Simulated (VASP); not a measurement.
# GaN: relaxation of cell and atoms with PBEsol

Crystal: GaN.

```
CELL_PARAMETERS angstrom
0.00000 2.24914 2.24914
2.24914 0.00000 2.24914
2.24914 2.24914 0.00000
ATOMIC_POSITIONS crystal
Ga 0.00000 0.00000 0.00000
N 0.25000 0.25000 0.25000
```

```
Program                : VASP 6.6.1
Task                   : relaxation of cell and atoms
Functional             : PBEsol
Potentials or basis    : VASP PAW PBE potentials, release 64 (Ga_d, N)
Cutoff                 : 600 eV
k mesh                 : 10 × 10 × 10
Occupations            : gaussian, width 0.01 eV
Spin                   : no spin polarisation
Target pressure        : 4 GPa
Dipole correction      : no
Further INCAR settings : ALGO = Normal; EDIFF = 1e-07; IBRION = 2; EDIFFG = -0.002; NSW = 100; ISIF = 3
```

```json
{
 "Relaxed volume": "11.12 Å³/atom",
 "Relaxed cell": "a = 3.157 Å, b = 3.157 Å, c = 3.157 Å, α = 60.00°, β = 60.00°, γ = 60.00°",
 "Space group after relaxing (to 0.1 Å)": "F-43m (No. 216)",
 "Energy change on relaxing (the run minimises the enthalpy)": "+2.8 meV/atom",
 "Ionic steps": "6",
 "Pressure after relaxing": "4.0 GPa",
 "Band gap on the k mesh": "1.86 eV"
}
```

Step by step:
| step | energy change (eV) | largest force (eV/Å) | pressure (GPa) | volume (Å³) |
| --- | --- | --- | --- | --- |
| 1 | 0.0000 | 0.0000 | -0.40 | 22.76 |
| 2 | 0.0259 | 0.0000 | 8.95 | 21.74 |
| 3 | 0.0055 | 0.0000 | 3.97 | 22.25 |
| 4 | 0.0057 | 0.0000 | 4.08 | 22.24 |
| 5 | 0.0053 | 0.0000 | 3.89 | 22.26 |
| 6 | 0.0055 | 0.0000 | 4.02 | 22.25 |

Final structure:
```cif
data_structure
_symmetry_space_group_name_H-M 'P 1'
_symmetry_Int_Tables_number 1
_cell_length_a 3.1570
_cell_length_b 3.1570
_cell_length_c 3.1570
_cell_angle_alpha 60.000
_cell_angle_beta 60.000
_cell_angle_gamma 60.000
_cell_volume 22.25
loop_
_atom_site_label
_atom_site_type_symbol
_atom_site_fract_x
_atom_site_fract_y
_atom_site_fract_z
_atom_site_occupancy
Ga1 Ga 0.00000 0.00000 0.00000 1
N1 N 0.25000 0.25000 0.25000 1
```

Levels at points of the mesh, in eV from the valence-band top:
```csv
k point,band 6,band 7,band 8,band 9,band 10,band 11,band 12,band 13
"(0.00, 0.00, 0.00)",-13.08,0.00,0.00,0.00,1.86,10.38,10.38,10.38
"(0.50, 0.00, 0.00)",-11.83,-7.30,-1.02,-1.02,4.76,8.77,10.41,10.41
"(0.50, 0.50, 0.00)",-11.40,-6.30,-2.84,-2.84,3.23,6.72,11.78,14.18
```

Run time: 110 s on 1 thread of Intel Xeon 8259CL (shared host), peak memory 0.18 GiB.

Caveat: the cell is relaxed towards a set pressure, so the run minimises the enthalpy, not the energy; the PAW data sets were made with another functional, which shifts forces and pressure a little.
